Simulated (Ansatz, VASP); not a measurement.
KP5: VASP beside Ansatz

```
K P
1.0
     6.37605    0.00000    0.00000
    -3.18802    5.52182    0.00000
     0.00000    0.00000    3.24054
K P
1 5
Direct
  0.00000 0.00000 0.00000
  0.50000 0.00000 0.50000
  0.50000 0.50000 0.50000
  0.00000 0.50000 0.50000
  0.33333 0.66667 0.00000
  0.66667 0.33333 0.00000
```

Change from the starting cell: species swapped into the GdRh5 type (P6/mmm, No. 191).

Alike in both runs: functional PBE; k mesh 3 × 3 × 6; occupations gaussian, width 0.1 eV; no spin polarisation.

Ansatz relaxed the structure, and its values are those at the end. VASP's run is a single point on that final structure, the one shown.

|  | VASP | Ansatz |
| --- | --- | --- |
| version | VASP 6.6.1 | Ansatz 0.2.0 |
| potentials or method | VASP PAW PBE potentials, release 64 (K_sv, P), cutoff 520 eV | scalar-relativistic, plane waves, PAW |
| valence electrons in the cell | 34 | 34 |

|  | VASP | Ansatz | Ansatz less VASP |
| --- | --- | --- | --- |
| gap on the k mesh at the Fermi level (eV) | none | none | - |
| pressure (GPa) | 0.0 | 0.1 | +0.11 |

A gap of «none» marks a metal or a gap that the smearing closes. The functional is the same, so the differences come from potentials, cutoffs and numerics.

The k mesh is coarse, so the values compare programs but aren't converged.
